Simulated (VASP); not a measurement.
Input of a VASP 6.6.1 run:

File POSCAR:

```
KCl
1.0
    3.7708085932      0.0000000000      0.0000000000
    0.0000000000      3.7708085932      0.0000000000
    0.0000000000      0.0000000000      3.7708085932
K Cl
1 1
Direct
    0.0000000000      0.0000000000      0.0000000000
    0.5000000000      0.5000000000      0.5000000000
```

Contents of INCAR.step1:

```
  ALGO = Normal
  EDIFF = 1E-4
  ENCUT = 520
  GGA = PE
  ISMEAR = 0
  LASPH = T
  LCHARG = F
  LREAL = F
  LWAVE = T
  NBANDS = 15
  NELM = 60
  PREC = Accurate
  SIGMA = 0.01
```

File INCAR.step2:

```
  ALGO = Normal
  EDIFF = 1E-6
  ENCUT = 520
  ISIF = 2
  ISMEAR = 0
  ISTART = 1
  LASPH = T
  LCHARG = F
  LMIXTAU = T
  LREAL = F
  LWAVE = F
  METAGGA = R2SCAN
  NBANDS = 15
  NELM = 60
  PREC = Accurate
  SIGMA = 0.01
```

Contents of KPOINTS:

```
k-points
0
Gamma
  2 2 2
```

Potentials or basis: VASP PAW PBE potentials, release 64 (K_sv, Cl).

Run with:

```console
$ cat potpaw_PBE.64/K_sv/POTCAR potpaw_PBE.64/Cl/POTCAR > POTCAR
$ cp INCAR.step1 INCAR
$ mpirun -np 1 vasp_std > vasp.out
$ cp INCAR.step2 INCAR
$ mpirun -np 1 vasp_std > vasp.out
```

Task: Estimate the pressure.

Result: 1.4 GPa.

Task: Estimate the band gap on the k mesh.

Result: 5.71 eV, indirect (least direct gap 5.93 eV).

Caveat: the k points lie up to 0.83 Å⁻¹ apart; the PAW data sets were made with another functional, which shifts forces and pressure a little. r2SCAN opens gaps a little over a GGA but as a rule still falls short of measured ones.
